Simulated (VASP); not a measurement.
Write the native input for VASP 6.6.1 that does the following.

```yaml
Task: single point
Functional: PBE
Potentials_or_basis: VASP PAW PBE potentials, release 64 (Ga_d, Te, O)
Cutoff: 520 eV
k_mesh: 4 × 4 × 2
Occupations: gaussian, width 0.1 eV
Spin: no spin polarisation
Dipole_correction: no
Further_INCAR_settings: ALGO = Normal; EDIFF = 1e-06; NBANDS = 30
```

The structure of GaTe3O2 lies in POSCAR:

```
GaTe3O2
1.0
    4.0092565200      0.0000000000      0.0000000000
    0.0000000000      4.0092565200      0.0000000000
    0.0000000000      0.0000000000      8.8327685400
Ga Te O
1 3 2
Direct
    0.0000000000      0.0000000000      0.0000000000
    0.0000000000      0.5000000000      0.3835000100
    0.5000000000      0.0000000000      0.6164999900
    0.5000000000      0.5000000000      0.0000000000
    0.0000000000      0.5000000000      0.7315000300
    0.5000000000      0.0000000000      0.2684999700
```

The cell was generated, and may not be a known phase.

The input as run:

INCAR

```
ALGO     = Normal         # electronic algorithm
EDIFF    = 1E-6           # SCF threshold, eV
ENCUT    = 520            # plane-wave cutoff, eV
GGA      = PE             # functional
ISIF     = 2              # what is computed and relaxed
ISMEAR   = 0              # smearing method
LASPH    = T              # aspherical terms in the spheres
LCHARG   = T              # write CHGCAR
LELF     = T              # ELF
LREAL    = F              # projectors in reciprocal space
LVHAR    = T            
LWAVE    = F              # write WAVECAR
NBANDS   = 30             # bands
NELM     = 80             # most SCF steps
PREC     = Accurate       # precision mode
SIGMA    = 0.1            # smearing width, eV
```

KPOINTS

```
k-points
0
Gamma
  4 4 2
```

Potentials or basis: VASP PAW PBE potentials, release 64 (Ga_d, Te, O).

Run with:

```sh
$ cat potpaw_PBE.64/Ga_d/POTCAR potpaw_PBE.64/Te/POTCAR potpaw_PBE.64/O/POTCAR > POTCAR
$ mpirun -np 1 vasp_std > vasp.out
```

Results of the run:

The pressure is -9.7 GPa and the largest force is 0.896 eV/Å. The band gap on the k mesh is zero (an odd number of electrons rules out a gap without spin polarisation).

Caveat: the k points lie up to 0.39 Å⁻¹ apart, too coarse for converged energies and pressures of a metal; spin-orbit coupling is left out, which moves the levels of the heavy elements; an odd number of electrons without spin polarisation forces a metal; a magnetic or distorted state may lie lower.

Wall time 63 s on 1 thread of Intel(R) Xeon(R) Platinum 8488C (Sapphire Rapids), with other jobs on the host, peak memory 0.25 GiB.
